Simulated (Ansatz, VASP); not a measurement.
# TePb: VASP beside Ansatz

```
CELL_PARAMETERS angstrom
0.00000 3.26867 3.26867
3.26867 0.00000 3.26867
3.26867 3.26867 0.00000
ATOMIC_POSITIONS crystal
Te 0.50000 0.50000 0.50000
Pb 0.00000 0.00000 0.00000
```

Alike in both runs: functional r2SCAN; k mesh 8 × 8 × 8; occupations fermi-dirac, width 0.02 eV; no spin polarisation.

Ansatz relaxed the structure, and its values are those at the end. VASP's run is a single point on that final structure, the one shown.

|  | VASP | Ansatz |
| --- | --- | --- |
| version | VASP 6.6.1 | Ansatz 0.2.0 |
| potentials or method | VASP PAW PBE potentials, release 64 (Te, Pb_d), cutoff 520 eV | PAW plane waves |
| valence electrons in the cell | 20 | 30 |

```csv
,VASP,Ansatz,Ansatz less VASP
gap on the k mesh at the Fermi level (eV),1.09,1.10,+0.004
pressure (GPa),-0.1,0.0,+0.03
```

VASP's potentials were made for PBE, not for r2SCAN. The functional is the same, so the differences come from potentials, cutoffs and numerics. VASP's potentials hold 20 valence electrons a cell and Ansatz's 30, so a difference there can come from the potentials and not from the codes.

Neither program's run includes spin-orbit coupling.
